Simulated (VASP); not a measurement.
Here is a VASP 6.6.1 calculation.

Contents of INCAR:

```
PREC = Accurate
ENCUT = 520
EDIFF = 1E-7
ISMEAR = 0
SIGMA = 0.15
LREAL = False
LASPH = True
NELM = 100
ALGO = Fast
ISIF = 2
LWAVE = False
LCHARG = False
GGA = CA
NBANDS = 13
```

The input KPOINTS:

```
regular mesh
0
Gamma
  20 20 20
```

Contents of POSCAR:

```
Mo
1.0
    0.0000000000      1.9646250000      1.9646250000
    2.0150000000     -0.0503750000      2.0150000000
    2.0150000000      2.0150000000     -0.0503750000
Mo
1
Direct
    0.0000000000      0.0000000000      0.0000000000
```

Potentials or basis: VASP PAW LDA potentials, release 64 (Mo_sv).

Command:

```bash
$ cat potpaw_LDA.64/Mo_sv/POTCAR > POTCAR
$ mpirun -np 1 vasp_std > vasp.out
```

(1) Estimate the band gap on the k mesh.

(2) Estimate the pressure.

Answers

(1) zero (bands 7 and 8 overlap by 4.41 eV).

(2) -14.9 GPa.

Caveat: the cell differs from its parent crystal (strain -0.0500 x Voigt [0, 0, 0, 1, 0, 0]); the cell stands under tension.
